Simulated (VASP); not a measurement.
Here is a VASP 6.6.1 calculation.

INCAR

```
PREC = Accurate
ENCUT = 520
EDIFF = 1E-6
ISMEAR = -1
SIGMA = 0.08
LREAL = F
LASPH = T
NELM = 60
ALGO = Normal
ISIF = 2
LWAVE = F
LCHARG = F
GGA = PE
NBANDS = 14
```

File KPOINTS:

```
regular mesh
0
Gamma
  15 15 13
```

Contents of POSCAR:

```
HfN
1.0
    3.0127846567      0.0000000000      0.0000000000
   -1.5063923283      2.6091480488      0.0000000000
    0.0000000000      0.0000000000      2.8478408354
Hf N
1 1
Direct
    0.0000000000      0.0000000000      0.0000000000
    0.3333333333      0.6666666667      0.5000000000
```

Potentials or basis: VASP PAW PBE potentials, release 64 (Hf_pv, N).

Launch:

```sh
$ cat potpaw_PBE.64/Hf_pv/POTCAR potpaw_PBE.64/N/POTCAR > POTCAR
$ mpirun -np 1 vasp_std > vasp.out
```

Q: Predict the pressure.

A: 19.7 GPa.

Stress tensor (GPa, compression positive):
```
19.95  0.00  0.00
 0.00 19.95  0.00
 0.00  0.00 19.24
```
